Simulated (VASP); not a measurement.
Wanted: the native input for a VASP 6.6.1 run.

```
Task                   : single point
Functional             : PBE
Dispersion             : D3(BJ)
Potentials or basis    : VASP PAW PBE potentials, release 64 (B, N)
Cutoff                 : 520 eV
k mesh                 : 12 × 12 × 4
Occupations            : gaussian, width 0.05 eV
Spin                   : no spin polarisation
Dipole correction      : no
Further INCAR settings : ALGO = Normal; EDIFF = 1e-06; NBANDS = 16
```

The structure of BN lies in POSCAR:

```
BN
1.0
    2.3059230574      0.0000000000      0.0000000000
   -1.1529615287      1.9969879469      0.0000000000
    0.0000000000      0.0000000000      6.3521729774
B N
2 2
Direct
    0.3333333333      0.6666666667      0.2500000000
    0.6666666667      0.3333333333      0.7500000000
    0.3333333333      0.6666666667      0.7500000000
    0.6666666667      0.3333333333      0.2500000000
```

This cell differs from its parent crystal: strain -0.080 along x and y, -0.040 along z.

One way to write it, as run:

INCAR

```
PREC = Accurate
ENCUT = 520
EDIFF = 1E-6
ISMEAR = 0
SIGMA = 0.05
LREAL = False
LASPH = True
NELM = 100
ALGO = Normal
ISIF = 2
LWAVE = False
LCHARG = True
GGA = PE
IVDW = 12
LELF = True
LVHAR = True
NBANDS = 16
```

KPOINTS

```
regular mesh
0
Gamma
  12 12 4
```

Potentials or basis: VASP PAW PBE potentials, release 64 (B, N).

Command:

```bash
$ cat potpaw_PBE.64/B/POTCAR potpaw_PBE.64/N/POTCAR > POTCAR
$ mpirun -np 1 vasp_std > vasp.out
```

It gave:

```yaml
Pressure: 90.2 GPa
Band_gap_on_the_k_mesh: 4.56 eV, indirect (least direct gap 5.18 eV)
Dispersion_energy_per_atom: -0.166 eV
```

Caveat: the cell differs from its parent crystal (strain -0.080 along x and y, -0.040 along z).

Wall time 14 s on 1 thread of AMD EPYC 9R45 96-Core Processor (Zen 5), on a shared host, peak memory 0.13 GiB.
